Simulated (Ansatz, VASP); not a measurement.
# One calculation of Al32O, two programs

```
CELL_PARAMETERS angstrom
5.62884 0.00000 0.00000
-2.81442 4.87472 0.00000
0.00000 0.00000 33.55495
ATOMIC_POSITIONS crystal
Al 0.16667 0.33333 0.11921
Al 0.16667 0.83333 0.11921
Al 0.66667 0.33333 0.11921
Al 0.66667 0.83333 0.11921
Al 0.00000 0.00000 0.18806
Al 0.00000 0.50000 0.18806
Al 0.50000 0.00000 0.18806
Al 0.50000 0.50000 0.18806
Al 0.33333 0.16667 0.25691
Al 0.33333 0.66667 0.25691
Al 0.83333 0.16667 0.25691
Al 0.83333 0.66667 0.25691
Al 0.00000 0.00000 0.32576
Al 0.00000 0.50000 0.32576
Al 0.50000 0.00000 0.32576
Al 0.50000 0.50000 0.32576
Al 0.16667 0.33333 0.39414
Al 0.16667 0.83333 0.39414
Al 0.66667 0.33333 0.39414
Al 0.66667 0.83333 0.39414
Al 0.00000 0.00000 0.46326
Al 0.00000 0.50000 0.46326
Al 0.50000 0.00000 0.46326
Al 0.50000 0.50000 0.46326
Al 0.33333 0.16667 0.53270
Al 0.33333 0.66667 0.53270
Al 0.83333 0.16667 0.53270
Al 0.83333 0.66667 0.53270
Al 0.00000 0.00000 0.60364
Al 0.00000 0.50000 0.60364
Al 0.50000 0.00000 0.60364
Al 0.50000 0.50000 0.60364
O 0.16667 0.33333 0.67814
```

Alike in both runs: task single point; functional PBE; dispersion D3(BJ); k mesh 6 × 6 × 1; occupations gaussian, width 0.1 eV; no spin polarisation.

```csv
,VASP,Ansatz
version,VASP 6.6.1,Ansatz 0.2.0
potentials or method,"VASP PAW PBE potentials, release 64 (Al, O), cutoff 520 eV","scalar-relativistic, plane waves, PAW"
valence electrons in the cell,102,102
```

```tsv
	VASP	Ansatz	Ansatz less VASP
gap on the k mesh at the Fermi level (eV)	none	none	-
rms of the force components (eV/Å)	0.379	0.378	-0.0002
```

Atom by atom the forces differ by 0.001 eV/Å (rms over components). A gap of «none» marks a metal or a gap that the smearing closes.
